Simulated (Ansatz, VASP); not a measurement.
One calculation of Al4N3, two programs

```
CELL_PARAMETERS angstrom
3.13778 -0.01372 -4.88723
3.13814 0.01817 4.88745
-3.14181 -5.39009 -0.01734
ATOMIC_POSITIONS crystal
Al 0.32396 0.34349 0.17165
Al 0.82382 0.84357 0.17160
Al 0.33564 0.33112 0.67054
Al 0.83570 0.83117 0.67052
Al 0.91003 0.39716 0.31093
Al 0.40964 0.89682 0.31091
Al 0.92273 0.41451 0.84033
Al 0.42291 0.91451 0.84047
N 0.63476 0.01831 0.65656
N 0.13474 0.51827 0.65658
N 0.72412 0.60590 0.33385
N 0.22400 0.10584 0.33386
N 0.72626 0.61186 0.84158
N 0.22637 0.11181 0.84164
```

Alike in both runs: functional PBE; k mesh 3 × 3 × 3; occupations gaussian, width 0.1 eV; no spin polarisation.

Ansatz relaxed the structure, and its values are those at the end. VASP's run is a single point on that final structure, the one shown.

```csv
,VASP,Ansatz
version,VASP 6.6.1,Ansatz 0.2.0
potentials or method,"VASP PAW PBE potentials, release 64 (Al, N), cutoff 520 eV","scalar-relativistic, plane waves, PAW"
valence electrons in the cell,54,54
```

```tsv
	VASP	Ansatz	Ansatz less VASP
gap on the k mesh at the Fermi level (eV)	none	none	-
pressure (GPa)	-0.3	-0.1	+0.20
rms of the force components (eV/Å)	0.011	0.009	-0.0016
```

A gap of «none» marks a metal or a gap that the smearing closes.

The k mesh is coarse, so the values compare programs but aren't converged.
